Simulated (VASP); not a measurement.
# CdTe (F-43m) in VASP: elastic constants with PBE

Aim: the elastic constants of CdTe with PBE.

Everything below comes from runs of VASP 6.6.1. Logs are shortened: lines on timing, memory, paths and dates and some standing lists are left out, and cuts for length are marked.

## (1) The cell of the first run

It takes space group F-43m (No. 216, cubic). Conventional cell: a = 6.410 Å, b = 6.410 Å, c = 6.410 Å, α = 90.00°, β = 90.00°, γ = 90.00°. Cd (site symmetry -43m) has 4 Te at 2.78 Å within 3.7 Å. Te (site symmetry -43m) has 4 Cd at 2.78 Å within 3.7 Å.

## (2) Elastic constants, PBE

Contents of INCAR:

```
SYSTEM = CdTe
ALGO = Normal
EDIFF = 1E-8
ENCUT = 500
GGA = PE
GGA_COMPAT = .FALSE.
IBRION = 6
ISIF = 3
ISMEAR = 0
LASPH = .TRUE.
LCHARG = .FALSE.
LREAL = .FALSE.
LWAVE = .FALSE.
NBANDS = 16
NELM = 120
NFREE = 2
NSW = 1
POTIM = 0.015
PREC = Accurate
SIGMA = 0.01
```

Contents of KPOINTS:

```
k-points
0
G
  6 6 6
  0 0 0
```

Contents of POSCAR:

```
CdTe
1.0
    0.0000000000      3.2050000000      3.2050000000
    3.2050000000      0.0000000000      3.2050000000
    3.2050000000      3.2050000000      0.0000000000
Cd Te
1 1
Direct
    0.0000000000      0.0000000000      0.0000000000
    0.7500000000      0.7500000000      0.7500000000
```

Potentials or basis: VASP PAW PBE potentials, release 64 (Cd, Te).

Started as:

```bash
cat potpaw_PBE.64/Cd/POTCAR potpaw_PBE.64/Te/POTCAR > POTCAR
mpirun -np 1 vasp_std > vasp.out
```

OUTCAR:

```text
SYSTEM = CdTe
   EDIFF = 1E-8
   ENCUT = 500
   GGA = PE
   IBRION = 6
   ISIF = 3
   ISMEAR = 0
   LASPH = .TRUE.
   LREAL = .FALSE.
   NELM = 120
   NFREE = 2
   NSW = 1
   POTIM = 0.015
   PREC = Accurate

 ion  position               nearest neighbor table
   1  0.000  0.000  0.000-   2 2.78   2 2.78   2 2.78   2 2.78
   2  0.750  0.750  0.750-   1 2.78   1 2.78   1 2.78   1 2.78

  LATTYP: Found a face centered cubic cell.
 ALAT       =     6.4100000000

  Lattice vectors:

 A1 = (   0.0000000000,   3.2050000000,   3.2050000000)
 A2 = (   3.2050000000,   0.0000000000,   3.2050000000)
 A3 = (   3.2050000000,   3.2050000000,   0.0000000000)

Analysis of symmetry for initial positions (statically):
=====================================================================
 Subroutine PRICEL returns:
 Original cell was already a primitive cell.

 Routine SETGRP: Setting up the symmetry group for a
 face centered cubic supercell.

 Subroutine GETGRP returns: Found 24 space group operations
 (whereof 24 operations were pure point group operations)
 out of a pool of 48 trial point group operations.

The static configuration has the point symmetry T_d .

Analysis of symmetry for dynamics (positions and initial velocities):
=====================================================================
 Subroutine PRICEL returns:
 Original cell was already a primitive cell.

 Routine SETGRP: Setting up the symmetry group for a
 face centered cubic supercell.

 Subroutine GETGRP returns: Found 24 space group operations
 (whereof 24 operations were pure point group operations)
 out of a pool of 48 trial point group operations.

The dynamic configuration has the point symmetry T_d .

[... 339 lines left out ...]
  band No.  band energies     occupation
      1      -8.7103      2.00000
      2      -5.7603      2.00000
      3      -5.7530      2.00000
      4      -5.7458      2.00000
      5      -5.4675      2.00000
      6      -5.4674      2.00000
[... 433 lines left out ...]
      3      -5.6482      2.00000
      4      -5.4882      2.00000
      5      -5.4542      2.00000
      6      -5.0629      2.00000
[... 8 lines left out ...]
     15      12.7573      0.00000
     16      13.1455      0.00000

 [... further k-points ...]

------------------------ aborting loop because EDIFF is reached ----------------------------------------

  FORCE on cell =-STRESS in cart. coord.  units (eV):
  Direction    XX          YY          ZZ          XY          YZ          ZX
  --------------------------------------------------------------------------------------
  -------------------------------------------------------------------------------------
  Total        1.8130856      1.8151359      1.8151359      0.0000000     -0.1190504      0.0000000
  in kB       44.1178958     44.1677855     44.1677855      0.0000000     -2.8968581      0.0000000
  external PRESSURE =      44.1511556 kB  Pullay stress =       0.0000000 kB
[... 17 lines left out ...]
  FREE ENERGIE OF THE ION-ELECTRON SYSTEM (eV)
  ---------------------------------------------------
  free  energy   TOTEN  =        -4.7204640089 eV

  energy  without entropy=       -4.7204640089  energy(sigma->0) =       -4.72046401

 INTERNAL STRAIN TENSORS FROM STRAINED CELLS
 ============================================

 INTERNAL STRAIN TENSOR FOR ION    1 for displacements in x,y,z  (eV/Angst):
          X           Y           Z          XY          YZ          ZX
  --------------------------------------------------------------------------------
  x    -0.00000    -0.00000     0.00000     0.00000    -7.98276     0.00000
  y    -0.00000    -0.00000     0.00000     0.00000     0.00000    -7.98279
  z     0.00000     0.00000    -0.00000    -7.98285    -0.00000     0.00000

 INTERNAL STRAIN TENSORS FROM DISPLACED ATOMS
 ============================================

 INTERNAL STRAIN TENSOR FOR ION    1 for displacements in x,y,z  (eV/Angst):
          X           Y           Z          XY          YZ          ZX
  --------------------------------------------------------------------------------
  x    -0.00000    -0.00000    -0.00000     0.00000    -7.93737     0.00000
  y     0.00000     0.00000     0.00000     0.00000     0.00000    -7.93737
  z    -0.00000    -0.00000    -0.00000    -7.93737     0.00000     0.00000

 INTERNAL STRAIN TENSOR FOR ION    2 for displacements in x,y,z  (eV/Angst):
          X           Y           Z          XY          YZ          ZX
  --------------------------------------------------------------------------------
  x     0.00000     0.00000     0.00000     0.00000     7.93836     0.00000
  y     0.00000     0.00000     0.00000     0.00000     0.00000     7.93836
  z     0.00000     0.00000     0.00000     7.93836     0.00000     0.00000

 Eigenvectors and eigenvalues of the dynamical matrix
 ----------------------------------------------------

   1 f  =    4.656224 THz    29.255916 2PiTHz  155.314902 cm-1    19.256585 meV
             X         Y         Z           dx          dy          dz
      0.000000  0.000000  0.000000     0.728716    0.000000    0.000000
      4.807500  4.807500  4.807500    -0.684816    0.000000    0.000000
[... 21 lines left out ...]
   6 f/i=    0.002872 THz     0.018046 2PiTHz    0.095805 cm-1     0.011878 meV
             X         Y         Z           dx          dy          dz
      0.000000  0.000000  0.000000     0.457971   -0.374423   -0.345026
      4.807500  4.807500  4.807500     0.487329   -0.398425   -0.367143

--------------------------------------------------------------------------------------------------------

 ELASTIC MODULI CONTR FROM IONIC RELAXATION (kBar)
 Direction    XX          YY          ZZ          XY          YZ          ZX
 --------------------------------------------------------------------------------
 XX          -0.0000     -0.0000     -0.0000     -0.0000     -0.0000      0.0000
 YY          -0.0000     -0.0000     -0.0000     -0.0000     -0.0000      0.0000
 ZZ          -0.0000     -0.0000     -0.0000     -0.0000     -0.0000      0.0000
 XY          -0.0000     -0.0000     -0.0000   -289.1847      0.0000      0.0000
 YZ          -0.0000     -0.0000     -0.0000      0.0000   -289.1847      0.0000
 ZX           0.0000      0.0000      0.0000      0.0000      0.0000   -289.1847
 --------------------------------------------------------------------------------

 TOTAL ELASTIC MODULI (kBar)
 Direction    XX          YY          ZZ          XY          YZ          ZX
 --------------------------------------------------------------------------------
 XX         595.3521    463.0543    463.0543      0.0000      0.0000     -0.0000
 YY         463.0543    595.3521    463.0543     -0.0000      0.0000     -0.0000
 ZZ         463.0543    463.0543    595.3521      0.0000      0.0000      0.0000
 XY           0.0000     -0.0000      0.0000    171.3323      0.0000     -0.0000
 YZ           0.0000      0.0000      0.0000      0.0000    171.3323     -0.0000
 ZX          -0.0000     -0.0000      0.0000     -0.0000     -0.0000    171.3323
 --------------------------------------------------------------------------------
```

It took 5.4 min on 1 thread of Intel Xeon 6975P-C (Granite Rapids), shared host; peak memory 0.29 GiB.

What came out:

```
Elastic constants C11, C12, C44                         : 60, 46, 17 GPa
Voigt bulk modulus                                      : 51 GPa
Highest phonon frequency at Γ, LO-TO splitting left out : 155 cm⁻¹
```

Phonon frequencies in cm⁻¹ (negative: imaginary):
```tsv
q point	frequencies
(0.000, 0.000, 0.000)	0 0 0 155 155 155
```

Elastic tensor in Voigt notation (GPa, in the Cartesian axes of the cell as first typed):
```
60 46 46  0  0  0
46 60 46  0  0  0
46 46 60  0  0  0
 0  0  0 17  0  0
 0  0  0  0 17  0
 0  0  0  0  0 17
```

Clamped-ion elastic tensor (GPa):
```
60 46 46  0  0  0
46 60 46  0  0  0
46 46 60  0  0  0
 0  0  0 46  0  0
 0  0  0  0 46  0
 0  0  0  0  0 46
```

Caveat: the cell is under stress, which shifts elastic constants; spin-orbit coupling is left out, which moves the levels of the heavy elements.
